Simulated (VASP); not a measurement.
A run of VASP 6.6.1 is set up as follows.

The input INCAR:

```
PREC = Accurate
ENCUT = 520
EDIFF = 1E-6
ISMEAR = -1
SIGMA = 0.05
LREAL = F
LASPH = T
NELM = 80
ALGO = Normal
ISIF = 2
LWAVE = F
LCHARG = F
GGA = PE
NBANDS = 30
```

Contents of KPOINTS:

```
regular mesh
0
Gamma
  6 6 6
```

The input POSCAR:

```
In3Se
1.0
    4.8037580000      0.0000000000      0.0000000000
    0.0000000000      4.8037580000      0.0000000000
    0.0000000000      0.0000000000      4.8037580000
In Se
3 1
Direct
    0.5000000000      0.5000000000      0.0000000000
    0.5000000000      0.0000000000      0.5000000000
    0.0000000000      0.5000000000      0.5000000000
    0.0000000000      0.0000000000      0.0000000000
```

Potentials or basis: VASP PAW PBE potentials, release 64 (In_d, Se).

The run is started by

```bash
$ cat potpaw_PBE.64/In_d/POTCAR potpaw_PBE.64/Se/POTCAR > POTCAR
$ mpirun -np 1 vasp_std > vasp.out
```

Question: What does it give for the pressure?

Answer: -0.3 GPa.
